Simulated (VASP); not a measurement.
Wanted: the native input for a VASP 6.6.1 run.

| Property | Result |
| --- | --- |
| Task | single point |
| Functional | PBE |
| Potentials or basis | VASP PAW PBE potentials, release 64 (Ag) |
| Cutoff | 520 eV |
| k mesh | 24 × 24 × 12 |
| Occupations | gaussian, width 0.1 eV |
| Spin | no spin polarisation |
| Dipole correction | no |
| Further INCAR settings | ALGO = Fast; EDIFF = 1e-07; NBANDS = 18 |

The structure of Ag lies in POSCAR:

```
Ag
1.0
    2.8465555346      0.0000000000      0.0000000000
   -1.4232777673      2.4651894063      0.0000000000
    0.0000000000      0.0000000000      4.8842703792
Ag
2
Direct
    0.3333333333      0.6666666667      0.2500000000
    0.6666666667      0.3333333333      0.7500000000
```

This cell differs from its parent crystal: biaxial strain in the a-b plane: -3.0 %.

One way to write it, as run:

INCAR

```
SYSTEM = Ag
  PREC = Accurate
  ENCUT = 520
  EDIFF = 1E-7
  ISMEAR = 0
  SIGMA = 0.1
  LREAL = .FALSE.
  LASPH = .TRUE.
  NELM = 80
  ALGO = Fast
  ISIF = 2
  LWAVE = .FALSE.
  LCHARG = .FALSE.
  GGA = PE
  NBANDS = 18
```

KPOINTS

```
Automatic mesh
0
G
  24 24 12
  0 0 0
```

Potentials or basis: VASP PAW PBE potentials, release 64 (Ag).

Command:

```bash
$ cat potpaw_PBE.64/Ag/POTCAR > POTCAR
$ mpirun -np 1 vasp_std > vasp.out
```

Results of the run:

The pressure is 4.5 GPa. The band gap on the k mesh is zero (band 11 reaches 12.68 eV, above the bottom of band 12 at 4.95 eV).

Caveat: the cell differs from its parent crystal (biaxial strain in the a-b plane: -3.0 %).

It took 2.1 min on 1 thread of Intel(R) Xeon(R) 6975P-C (Granite Rapids), with other jobs on the host, peak memory 0.32 GiB.
